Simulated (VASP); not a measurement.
# CsSnI3 (P4/mmm) in VASP: a series of runs

The runs below take CsSnI3 through single point, with PBE.

Program: VASP 6.6.1. These are calculated values, not measurements. Logs are shortened: lines on timing, memory, paths and dates and some standing lists are left out, and cuts for length are marked.

## 1. The cell of the first run

Symmetry: P4/mmm, No. 123, tetragonal system. The conventional cell has a = 6.299 Å, b = 6.299 Å, c = 6.206 Å, α = 90.00°, β = 90.00°, γ = 90.00°. Within 5.8 Å of Cs (site symmetry 4/mmm) lie 12 I at 4.42 to 4.45 Å and 8 Sn at 5.43 Å. Within 4.1 Å of Sn (site symmetry 4/mmm) lie 6 I at 3.10 to 3.15 Å. I (site symmetry mmm) has 2 Sn at 3.15 Å within 4.1 Å. I (site symmetry 4/mmm) has 2 Sn at 3.10 Å within 4.1 Å.

## 2. Single point, PBE (strain +0.015 along x and y, +0.000 along z)

The input, INCAR:

```
PREC     = Accurate       # precision mode
ENCUT    = 520            # plane-wave cutoff, eV
EDIFF    = 1E-6           # SCF threshold, eV
ISMEAR   = 0              # smearing method
SIGMA    = 0.03           # smearing width, eV
LREAL    = F              # projectors in reciprocal space
LASPH    = T              # aspherical terms in the spheres
NELM     = 100            # most SCF steps
ALGO     = Normal         # electronic algorithm
ISIF     = 2              # what is computed and relaxed
LWAVE    = F              # write WAVECAR
LCHARG   = F              # write CHGCAR
GGA      = PE             # functional
NBANDS   = 30             # bands
```

The input, KPOINTS:

```
Automatic mesh
0
Gamma
  6 6 6
```

The input, POSCAR:

```
CsSnI3
1.0
    6.2987855000      0.0000000000      0.0000000000
    0.0000000000      6.2987855000      0.0000000000
    0.0000000000      0.0000000000      6.2057000000
Cs Sn I
1 1 3
Direct
    0.0000000000      0.0000000000      0.0000000000
    0.5000000000      0.5000000000      0.5000000000
    0.0000000000      0.5000000000      0.5000000000
    0.5000000000      0.0000000000      0.5000000000
    0.5000000000      0.5000000000      0.0000000000
```

Potentials or basis: VASP PAW PBE potentials, release 64 (Cs_sv, Sn_d, I).

On the command line:

```bash
cat potpaw_PBE.64/Cs_sv/POTCAR potpaw_PBE.64/Sn_d/POTCAR potpaw_PBE.64/I/POTCAR > POTCAR
mpirun -np 1 vasp_std > vasp.out
```

OUTCAR:

```text
PREC = Accurate
   ENCUT = 520
   EDIFF = 1E-6
   ISMEAR = 0
   LREAL = F
   LASPH = T
   NELM = 100
   ISIF = 2
   GGA = PE

 ion  position               nearest neighbor table
   1  0.000  0.000  0.000-
   2  0.500  0.500  0.500-   5 3.10   5 3.10   3 3.15   4 3.15   4 3.15   3 3.15
   3  0.000  0.500  0.500-   2 3.15   2 3.15
   4  0.500  0.000  0.500-   2 3.15   2 3.15
   5  0.500  0.500  0.000-   2 3.10   2 3.10

  LATTYP: Found a simple tetragonal cell.
 ALAT       =     6.2987855000
 C/A-ratio  =     0.9852216749

  Lattice vectors:

 A1 = (   6.2987855000,   0.0000000000,   0.0000000000)
 A2 = (   0.0000000000,   6.2987855000,   0.0000000000)
 A3 = (   0.0000000000,   0.0000000000,   6.2057000000)

Analysis of symmetry for initial positions (statically):
=====================================================================
 Subroutine PRICEL returns:
 Original cell was already a primitive cell.

 Routine SETGRP: Setting up the symmetry group for a
 simple tetragonal supercell.

 Subroutine GETGRP returns: Found 16 space group operations
 (whereof 16 operations were pure point group operations)
 out of a pool of 16 trial point group operations.

The static configuration has the point symmetry D_4h.

Analysis of symmetry for dynamics (positions and initial velocities):
=====================================================================
 Subroutine PRICEL returns:
 Original cell was already a primitive cell.

 Routine SETGRP: Setting up the symmetry group for a
 simple tetragonal supercell.

 Subroutine GETGRP returns: Found 16 space group operations
 (whereof 16 operations were pure point group operations)
 out of a pool of 16 trial point group operations.

The dynamic configuration has the point symmetry D_4h.

 Subroutine INISYM returns: Found 16 space group operations
 (whereof 16 operations are pure point group operations),
 and found     1 'primitive' translations

----------------------------------------------------------------------------------------

                                     Primitive cell

  volume of cell :     246.2093

  direct lattice vectors                    reciprocal lattice vectors
     6.298785500  0.000000000  0.000000000     0.158760764  0.000000000  0.000000000
     0.000000000  6.298785500  0.000000000     0.000000000  0.158760764  0.000000000
     0.000000000  0.000000000  6.205700000     0.000000000  0.000000000  0.161142176

  length of vectors
     6.298785500  6.298785500  6.205700000     0.158760764  0.158760764  0.161142176

  position of ions in fractional coordinates (direct lattice)
     0.000000000  0.000000000  0.000000000
     0.500000000  0.500000000  0.500000000
     0.000000000  0.500000000  0.500000000
     0.500000000  0.000000000  0.500000000
     0.500000000  0.500000000  0.000000000

  ion indices of the primitive-cell ions
   primitive index   ion index
                 1           1
                 2           2
                 3           3
                 4           4
                 5           5

----------------------------------------------------------------------------------------

 KPOINTS: Automatic mesh

Automatic generation of k-mesh.
 Grid dimensions read from file:
 generate k-points for:    6    6    6

 Generating k-lattice:

  Cartesian coordinates                     Fractional coordinates (reciprocal lattice)
     0.026460127  0.000000000  0.000000000     0.166666667  0.000000000  0.000000000
     0.000000000  0.026460127  0.000000000     0.000000000  0.166666667  0.000000000
     0.000000000  0.000000000  0.026857029     0.000000000  0.000000000  0.166666667

  Length of vectors
     0.026460127  0.026460127  0.026857029

  Shift w.r.t. Gamma in fractional coordinates (k-lattice)
     0.000000000  0.000000000  0.000000000

 Subroutine IBZKPT returns following result:
 ===========================================

 Found     40 irreducible k-points:

 Following reciprocal coordinates:
            Coordinates               Weight
  0.000000  0.000000  0.000000      1.000000
  0.166667  0.000000  0.000000      4.000000
  0.333333  0.000000  0.000000      4.000000
  0.500000  0.000000  0.000000      2.000000
  0.166667  0.166667  0.000000      4.000000
  0.333333  0.166667  0.000000      8.000000
[... 16 lines left out ...]
  0.333333  0.000000  0.333333      8.000000
  0.500000  0.000000  0.333333      4.000000
 [... further k-points ...]
   k-points           NKPTS =     40   k-points in BZ     NKDIM =     40   number of bands    NBANDS=     30
   number of dos      NEDOS =    301   number of ions     NIONS =      5
   total plane-waves  NPLWV = 110592
   dimension x,y,z NGX =    48 NGY =   48 NGZ =   48
   dimension x,y,z NGXF=    96 NGYF=   96 NGZF=   96
   ions per type =               1   1   3
   NGX,Y,Z   is equivalent  to a cutoff of  12.67, 12.67, 12.86 a.u.
   NGXF,Y,Z  is equivalent  to a cutoff of  25.34, 25.34, 25.72 a.u.
 SYSTEM =  unknown system
   PREC   = accura    normal or accurate (medium, high low for compatibility)
   ISTART =      0    job   : 0-new  1-cont  2-samecut
   ICHARG =      2    charge: 1-file 2-atom 10-const
   ISPIN  =      1    spin polarized calculation?
   LNONCOLLINEAR =      F non collinear calculations
   LSORBIT =      F    spin-orbit coupling
   LASPH  =      T    aspherical Exc in radial PAW
   ENCUT  =  520.0 eV  38.22 Ry    6.18 a.u.  11.71 11.71 11.54*2*pi/ulx,y,z
   NELM   =    100;   NELMIN=  2; NELMDL= -5     # of ELM steps
   EDIFF  = 0.1E-05   stopping-criterion for ELM
   LREAL  =      F    real-space projection
   EDIFFG = 0.1E-04   stopping-criterion for IOM
   NSW    =      0    number of steps for IOM
   IBRION =     -1    ionic relax: 0-MD 1-quasi-New 2-CG
   NFREE  =      0    steps in history (QN), initial steepest desc. (CG)
   ISIF   =      2    stress and relaxation
   ISYM   =      2    0-nonsym 1-usesym 2-fastsym
   POTIM  = 0.5000    time-step for ionic-motion
   TEBEG  =    0.0;   TEEND  =   0.0 temperature during run
   PSTRESS=    0.0 pullay stress
   NELECT =      44.0000    total number of electrons
   NUPDOWN=      -1.0000    fix difference up-down
   EMIN   =  10.00;   EMAX   =-10.00  energy-range for DOS
   EFERMI =   0.00;   METHOD = LEGACY
   ISMEAR =     0;   SIGMA  =   0.03  broadening in eV -4-tet -1-fermi 0-gaus
   EFERMI_NEDOS =   21; number of points for ismear=-14 and -15
   IALGO  =     38    algorithm
   IMIX   =      4    mixing-type and parameters
     AMIX     =   0.40;   BMIX     =  1.00
     AMIX_MAG =   1.60;   BMIX_MAG =  1.00
  volume/ion in A,a.u.               =      49.24       332.30
  Fermi-wavevector in a.u.,A,eV,Ry     =   0.922127  1.742568 11.569291  0.850319
  Thomas-Fermi vector in A             =   2.047620
   LORBIT       =      0    0 simple, 1 ext, 2 COOP (PROOUT), +10 PAW based schemes
   GGA     = PE    functional components
   LHFCALC =     F    Hartree Fock is set to
   AEXX    =    0.0000 exact exchange contribution
   IVDW    =     0    specifies the selected vdW correction
   LEPSILON=     F    determine dielectric tensor
   LRPA    =     F    only Hartree local field effects (RPA)
 non-spin polarized calculation
 Gauss-broadening in eV      SIGMA  =   0.03
  energy-cutoff  :      520.00
  volume of cell :      246.21
 maximum number of plane-waves:      6696
 NGX is ok and might be reduce to    48
   NGX = 23   NGY = 23   NGZ = 23

 number of electron      43.9999984 magnetization

 Free energy of the ion-electron system (eV)
  ---------------------------------------------------
  ext. energy  EPLUGINS =         0.00000000
  ---------------------------------------------------
  free energy    TOTEN  =       -14.02523881 eV

  energy without entropy =      -14.02523881  energy(sigma->0) =      -14.02523881

 E-fermi :   2.7562     XC(G=0):  -7.4022

 val. band max:        2.5435538250   @ k =   0.5000   0.5000   0.5000
 cond. band min:       2.9482435915   @ k =   0.5000   0.5000   0.5000
 fundamental gap:      0.4046897665
 Fermi energy:         2.7561963021

 k-point     1 :       0.0000    0.0000    0.0000
  band No.  band energies     occupation
      1     -19.6700      2.00000
      2     -19.4901      2.00000
      3     -19.4886      2.00000
      4     -19.4753      2.00000
      5     -19.4716      2.00000
      6     -19.4716      2.00000
[... 22 lines left out ...]
     29       7.0864      0.00000
     30       7.0876      0.00000

 k-point     2 :       0.1667    0.0000    0.0000
  band No.  band energies     occupation
      1     -19.6699      2.00000
      2     -19.4898      2.00000
      3     -19.4885      2.00000
      4     -19.4754      2.00000
      5     -19.4716      2.00000
      6     -19.4716      2.00000
[... 22 lines left out ...]
     29       6.3981      0.00000
     30       7.0509      0.00000

 k-point     3 :       0.3333    0.0000    0.0000
  band No.  band energies     occupation
      1     -19.6697      2.00000
      2     -19.4895      2.00000
      3     -19.4882      2.00000
      4     -19.4754      2.00000
      5     -19.4717      2.00000
      6     -19.4716      2.00000
[... 22 lines left out ...]
     29       6.8939      0.00000
     30       7.2260      0.00000

 k-point     4 :       0.5000    0.0000    0.0000
  band No.  band energies     occupation
      1     -19.6697      2.00000
      2     -19.4894      2.00000
      3     -19.4880      2.00000
      4     -19.4754      2.00000
      5     -19.4717      2.00000
      6     -19.4716      2.00000
[... 616 lines left out ...]
     29       6.8242      0.00000
     30       7.2432      0.00000

 k-point    23 :       0.3333    0.0000    0.3333
  band No.  band energies     occupation
      1     -19.6695      2.00000
      2     -19.4895      2.00000
      3     -19.4871      2.00000
      4     -19.4754      2.00000
      5     -19.4718      2.00000
      6     -19.4717      2.00000
[... 22 lines left out ...]
     29       7.2784      0.00000
     30       7.3240      0.00000

 k-point    24 :       0.5000    0.0000    0.3333
  band No.  band energies     occupation
      1     -19.6694      2.00000
      2     -19.4893      2.00000
      3     -19.4870      2.00000
      4     -19.4754      2.00000
      5     -19.4718      2.00000
      6     -19.4717      2.00000
[... 22 lines left out ...]
     29       7.3967      0.00000
     30       7.6173      0.00000

 [... further k-points ...]

------------------------ aborting loop because EDIFF is reached ----------------------------------------

  FORCE on cell =-STRESS in cart. coord.  units (eV):
  Direction    XX          YY          ZZ          XY          YZ          ZX
  --------------------------------------------------------------------------------------
  -------------------------------------------------------------------------------------
  Total       -0.0338076     -0.0338076      0.7181346      0.0000000      0.0000000      0.0000000
  in kB       -0.2199989     -0.2199989      4.6731749      0.0000000      0.0000000      0.0000000
  external PRESSURE =       1.4110590 kB  Pullay stress =       0.0000000 kB

 VOLUME and BASIS-vectors are now :
 -----------------------------------------------------------------------------
  energy-cutoff  :      520.00
  volume of cell :      246.21
      direct lattice vectors                 reciprocal lattice vectors
     6.298785500  0.000000000  0.000000000     0.158760764  0.000000000  0.000000000
     0.000000000  6.298785500  0.000000000     0.000000000  0.158760764  0.000000000
     0.000000000  0.000000000  6.205700000     0.000000000  0.000000000  0.161142176

 POSITION                                       TOTAL-FORCE (eV/Angst)
 -----------------------------------------------------------------------------------
      0.00000      0.00000      0.00000         0.000000      0.000000      0.000000
      3.14939      3.14939      3.10285         0.000000      0.000000      0.000000
      0.00000      3.14939      3.10285         0.000000      0.000000      0.000000
      3.14939      0.00000      3.10285         0.000000      0.000000      0.000000
      3.14939      3.14939      0.00000         0.000000      0.000000      0.000000
 -----------------------------------------------------------------------------------
    total drift:                                0.000000     -0.000000     -0.000000

  FREE ENERGIE OF THE ION-ELECTRON SYSTEM (eV)
  ---------------------------------------------------
  free  energy   TOTEN  =       -14.0252388140 eV

  energy  without entropy=      -14.0252388140  energy(sigma->0) =      -14.02523881
```

Run time: 6.4 min. Hardware: 1 thread of Intel Xeon Platinum 8259CL at 2.50GHz (Skylake/Cascade Lake), shared host; peak memory 0.49 GiB.

What came out:

```yaml
Free_energy: -14.0252 eV
Pressure: 0.1 GPa
Band_gap_on_the_k_mesh: 0.40 eV
```

Caveat: the cell differs from its parent crystal (strain +0.015 along x and y, +0.000 along z); semilocal functionals underestimate gaps, and a narrow one can read as zero; spin-orbit coupling is left out, which moves the levels of the heavy elements. A k mesh can miss the band edges.

## 3. Single point, PBE (strain -0.015 along x and y, +0.015 along z)

The input, INCAR:

```
SYSTEM = CsSnI3
ALGO = Normal
EDIFF = 1E-7
ENCUT = 520
GGA = PE
ISIF = 2
ISMEAR = 0
LASPH = .True.
LCHARG = .False.
LREAL = .False.
LWAVE = .False.
NBANDS = 30
NELM = 60
PREC = Accurate
SIGMA = 0.03
```

The input, KPOINTS:

```
k-points
0
Gamma
  6 6 6
  0 0 0
```

POSCAR, as its differences from that of step 2:

```diff
@@ -2,5 +2,5 @@
 1.0
-    6.2987855000      0.0000000000      0.0000000000
-    0.0000000000      6.2987855000      0.0000000000
-    0.0000000000      0.0000000000      6.2057000000
+    6.1126145000      0.0000000000      0.0000000000
+    0.0000000000      6.1126145000      0.0000000000
+    0.0000000000      0.0000000000      6.2987855000
 Cs Sn I
```

Potentials or basis: VASP PAW PBE potentials, release 64 (Cs_sv, Sn_d, I).

On the command line:

```bash
cat potpaw_PBE.64/Cs_sv/POTCAR potpaw_PBE.64/Sn_d/POTCAR potpaw_PBE.64/I/POTCAR > POTCAR
mpirun -np 1 vasp_std > vasp.out
```

OUTCAR:

```text
SYSTEM = CsSnI3
   EDIFF = 1E-7
   ENCUT = 520
   GGA = PE
   ISIF = 2
   ISMEAR = 0
   LASPH = .True.
   LREAL = .False.
   NELM = 60
   PREC = Accurate

 ion  position               nearest neighbor table
   1  0.000  0.000  0.000-
   2  0.500  0.500  0.500-   3 3.06   4 3.06   4 3.06   3 3.06   5 3.15   5 3.15
   3  0.000  0.500  0.500-   2 3.06   2 3.06
   4  0.500  0.000  0.500-   2 3.06   2 3.06
[... 996 lines left out ...]
  FORCE on cell =-STRESS in cart. coord.  units (eV):
  Direction    XX          YY          ZZ          XY          YZ          ZX
  --------------------------------------------------------------------------------------
  -------------------------------------------------------------------------------------
  Total        1.9847398      1.9847398      0.3294812      0.0000000     -0.0000000      0.0000000
  in kB       13.5114926     13.5114926      2.2430057      0.0000000     -0.0000000      0.0000000
  external PRESSURE =       9.7553303 kB  Pullay stress =       0.0000000 kB

 VOLUME and BASIS-vectors are now :
 -----------------------------------------------------------------------------
  energy-cutoff  :      520.00
  volume of cell :      235.35
      direct lattice vectors                 reciprocal lattice vectors
     6.112614500  0.000000000  0.000000000     0.163596118  0.000000000  0.000000000
     0.000000000  6.112614500  0.000000000     0.000000000  0.163596118  0.000000000
     0.000000000  0.000000000  6.298785500     0.000000000  0.000000000  0.158760764

 POSITION                                       TOTAL-FORCE (eV/Angst)
 -----------------------------------------------------------------------------------
      0.00000      0.00000      0.00000         0.000000      0.000000      0.000000
      3.05631      3.05631      3.14939         0.000000      0.000000      0.000000
      0.00000      3.05631      3.14939         0.000000      0.000000      0.000000
      3.05631      0.00000      3.14939         0.000000      0.000000      0.000000
      3.05631      3.05631      0.00000         0.000000      0.000000      0.000000
 -----------------------------------------------------------------------------------
    total drift:                                0.000000     -0.000000     -0.000000

  FREE ENERGIE OF THE ION-ELECTRON SYSTEM (eV)
  ---------------------------------------------------
  free  energy   TOTEN  =       -13.9761581738 eV

  energy  without entropy=      -13.9761445557  energy(sigma->0) =      -13.97615136
```

stdout:

```text
POSCAR found type information on POSCAR CsSnI
 POSCAR found :  3 types and       5 ions
 scaLAPACK will be used
 LDA part: xc-table for (Slater+PW92), standard interpolation
 POSCAR, INCAR and KPOINTS ok, starting setup
 FFT: planning ... GRIDC
 FFT: planning ... GRID_SOFT
 FFT: planning ... GRID
 WAVECAR not read
 entering main loop
```

Wall time 5.1 min (1 thread of Oxide Virtual Turin-like, shared host); peak memory 0.46 GiB.

What came out:

```yaml
Free_energy: -13.9762 eV
Pressure: 1.0 GPa
Band_gap_on_the_k_mesh: 0.09 eV
```

Levels at points of the mesh, in eV from the valence-band top:
| k point | band 19 | band 20 | band 21 | band 22 | band 23 | band 24 | band 25 | band 26 |
| --- | --- | --- | --- | --- | --- | --- | --- | --- |
| (0.00, 0.00, 0.00) | -2.48 | -2.33 | -2.33 | -2.30 | 2.06 | 2.92 | 2.99 | 3.26 |
| (0.50, 0.00, 0.00) | -2.67 | -2.47 | -2.44 | -1.58 | 1.03 | 3.67 | 3.81 | 3.93 |
| (0.50, 0.50, 0.00) | -2.81 | -2.67 | -1.85 | -0.69 | 0.68 | 0.68 | 3.56 | 4.10 |
| (0.00, 0.00, 0.50) | -2.66 | -2.44 | -2.44 | -1.80 | 0.98 | 3.54 | 3.80 | 4.01 |
| (0.50, 0.00, 0.50) | -2.77 | -2.67 | -1.92 | -0.89 | 0.61 | 0.77 | 4.08 | 4.12 |
| (0.50, 0.50, 0.50) | -1.90 | -1.90 | -1.83 | 0.00 | 0.09 | 0.29 | 0.29 | 2.86 |

Caveat: the cell differs from its parent crystal (strain -0.015 along x and y, +0.015 along z); semilocal functionals underestimate gaps, and a narrow one can read as zero; spin-orbit coupling is left out, which moves the levels of the heavy elements.
